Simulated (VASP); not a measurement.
Input of a VASP 6.6.1 run:

File INCAR:

```
  PREC = Accurate
  ENCUT = 520
  EDIFF = 1E-7
  ISMEAR = 0
  SIGMA = 0.05
  LREAL = False
  LASPH = True
  NELM = 80
  ALGO = Normal
  ISIF = 2
  LWAVE = False
  LCHARG = False
  GGA = PE
  NBANDS = 35
```

Contents of KPOINTS:

```
regular mesh
0
Gamma
  6 6 8
```

File POSCAR:

```
SnO2
1.0
    4.9352961424      0.0000000000      0.0000000000
    0.0000000000      4.9353101105      0.0000000000
    0.0000000000      0.0000000000      3.0983789182
Sn O
2 4
Direct
    0.5000000000      0.5000000000      0.5000000000
    0.0000000000      0.0000000000      0.0000000000
    0.2919258790      0.2919837714      0.0000000000
    0.7919258790      0.2080162286      0.5000000000
    0.2080741210      0.7919837714      0.5000000000
    0.7080741210      0.7080162286      0.0000000000
```

Potentials or basis: VASP PAW PBE potentials, release 64 (Sn_d, O).

Run with:

```console
$ cat potpaw_PBE.64/Sn_d/POTCAR potpaw_PBE.64/O/POTCAR > POTCAR
$ mpirun -np 1 vasp_std > vasp.out
```

Q: Estimate the band gap on the k mesh.

A: 0.34 eV.

Q: Predict the largest force.

A: 1.683 eV/Å.

Forces on the atoms (eV/Å):
```
Sn   0.000  0.000  0.000
Sn   0.000  0.000  0.000
O    1.190  1.190  0.000
O    1.190 -1.190  0.000
O   -1.190  1.190  0.000
O   -1.190 -1.190  0.000
```

Caveat: semilocal functionals underestimate gaps, and a narrow one can read as zero; spin-orbit coupling is left out, which moves the levels of the heavy elements; forces of over 1 eV/Å act on the atoms, so gaps and moduli don't describe the material at rest.
